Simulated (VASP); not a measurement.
Input of a VASP 6.6.1 run:

POSCAR

```
As
1.0
    1.7941143143      1.0358323823      5.0729386456
   -1.7941143143      1.0358323823      5.0729386456
    0.0000000000     -2.0716647646      5.0729386456
As
2
Direct
    0.2115208250      0.2115208250      0.2115208250
    0.7884791750      0.7884791750      0.7884791750
```

File INCAR.step1:

```
PREC     = Accurate       # precision mode
ENCUT    = 520            # plane-wave cutoff, eV
ISMEAR   = 0              # smearing method
SIGMA    = 0.1            # smearing width, eV
LREAL    = F              # projectors in reciprocal space
LASPH    = T              # aspherical terms in the spheres
NELM     = 80             # most SCF steps
NBANDS   = 12             # bands
GGA      = PE             # functional
ALGO     = Normal         # electronic algorithm
EDIFF    = 1E-4           # SCF threshold, eV
LWAVE    = T              # write WAVECAR
LCHARG   = F              # write CHGCAR
```

The input INCAR.step2:

```
PREC     = Accurate       # precision mode
ENCUT    = 520            # plane-wave cutoff, eV
EDIFF    = 1E-6           # SCF threshold, eV
ISMEAR   = 0              # smearing method
SIGMA    = 0.1            # smearing width, eV
LREAL    = F              # projectors in reciprocal space
LASPH    = T              # aspherical terms in the spheres
NELM     = 80             # most SCF steps
ALGO     = Normal         # electronic algorithm
ISIF     = 2              # what is computed and relaxed
LWAVE    = F              # write WAVECAR
LCHARG   = F              # write CHGCAR
METAGGA  = R2SCAN         # meta-GGA
LMIXTAU  = T            
NBANDS   = 12             # bands
ISTART   = 1
```

KPOINTS

```
Automatic mesh
0
Gamma
  15 15 15
```

Potentials or basis: VASP PAW PBE potentials, release 64 (As).

Run with:

```console
$ cat potpaw_PBE.64/As/POTCAR > POTCAR
$ cp INCAR.step1 INCAR
$ mpirun -np 1 vasp_std > vasp.out
$ cp INCAR.step2 INCAR
$ mpirun -np 1 vasp_std > vasp.out
```

Problem. Predict the pressure.

Solution. 0.1 GPa.

Problem. What does it give for the largest force?

Solution. 0.061 eV/Å.

Forces in eV/Å, atoms in the order of the input:
```
As   0.000  0.000  0.061
As   0.000  0.000 -0.061
```

Caveat: the PAW data sets were made with another functional, which shifts forces and pressure a little.
